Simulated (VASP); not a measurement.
# AlGaN2: single point with LDA

The system is AlGaN2.

```
Al Ga N
1.0
     3.11529    0.00000    0.00000
     0.00000    3.11529    0.00000
     0.00000    0.00000    4.60355
Al Ga N
1 1 2
Direct
  0.50000 0.50000 0.50000
  0.00000 0.00000 0.00000
  0.50000 0.00000 0.74005
  0.00000 0.50000 0.25995
```

This cell differs from its parent crystal: strain +0.000 along x and y, +0.050 along z.

```json
{
 "Program": "VASP 6.6.1",
 "Task": "single point",
 "Functional": "LDA",
 "Potentials or basis": "VASP PAW LDA potentials, release 64 (Al, Ga_d, N)",
 "Cutoff": "520 eV",
 "k mesh": "8 × 8 × 6",
 "Occupations": "gaussian, width 0.05 eV",
 "Spin": "no spin polarisation",
 "Dipole correction": "no",
 "Further INCAR settings": "ALGO = Normal; EDIFF = 1e-06; NBANDS = 21"
}
```

| Item | Value |
| --- | --- |
| Pressure | -8.5 GPa |
| Largest force | 0.051 eV/Å |
| Band gap on the k mesh | 2.62 eV, direct |

Forces in eV/Å, atoms in the order of the input:
```
Al   0.000  0.000  0.000
Ga   0.000  0.000  0.000
N    0.000  0.000  0.051
N    0.000  0.000 -0.051
```

Stress tensor (GPa, compression positive):
```
 -6.08   0.00   0.00
  0.00  -6.08   0.00
  0.00   0.00 -13.31
```

Levels at points of the mesh, in eV from the valence-band top:
```
           k point  band 9  band 10  band 11  band 12  band 13  band 14  band 15  band 16  band 17  band 18
(0.00, 0.00, 0.00)   -2.11    -2.11    -0.41     0.00     0.00     2.62     3.56     7.75    10.80    10.80
(0.50, 0.00, 0.00)   -4.54    -3.16    -3.14    -0.84    -0.54     6.81     6.99     8.11     8.34     9.35
(0.50, 0.50, 0.00)   -4.85    -2.44    -2.42    -2.42    -2.40     3.07     3.07     5.70     8.22    12.19
(0.00, 0.00, 0.50)   -2.82    -1.42    -1.42    -0.90    -0.90     5.00     5.02     7.57     9.18    10.76
(0.50, 0.00, 0.50)   -6.18    -1.08    -0.91    -0.82    -0.45     4.78     6.16     8.89     9.17     9.76
(0.50, 0.50, 0.50)   -4.34    -3.93    -3.25    -3.23    -3.23     5.71     5.71     8.28     9.98     9.98
```

It took 14 s on 1 thread of Intel(R) Xeon(R) 6975P-C (Granite Rapids), on a shared host, peak memory 0.18 GiB.

Caveat: the cell differs from its parent crystal (strain +0.000 along x and y, +0.050 along z). A k mesh can miss the band edges.
